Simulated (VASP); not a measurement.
BaTe:

```xyz
2
Lattice="0.0000 3.9142 3.9142 3.9142 0.0000 3.9142 3.9142 3.9142 0.0000" Properties=species:S:1:pos:R:3 pbc="T T T"
Ba    0.0000    0.0000    0.0000
Te    1.9571    1.9571    1.9571
```

Base run:

| Property | Result |
| --- | --- |
| Program | VASP 6.6.1 |
| Functional | r2SCAN |
| Potentials or basis | VASP PAW PBE potentials, release 64 (Ba_sv, Te) |
| Cutoff | 550 eV |
| k mesh | 6 × 6 × 6 |
| Occupations | gaussian, width 0.01 eV |
| Spin | no spin polarisation |

Its results: band gap on the k mesh 2.95 eV, indirect (least direct gap 3.19 eV); pressure 0.2 GPa.

Question: The run is repeated on the same cell with these changes: functional from r2SCAN to PBE; cutoff from 550 eV to 500 eV; occupations from gaussian, width 0.01 eV to fermi-dirac, width 0.02 eV. What comes out?

Answer: Band gap on the k mesh 2.58 eV, indirect (least direct gap 2.92 eV); pressure 0.2 GPa.

Caveats: spin-orbit coupling is left out, which moves the levels of the heavy elements; the PAW data sets were made with another functional, which shifts forces and pressure a little (some runs).

A k mesh can miss the band edges.
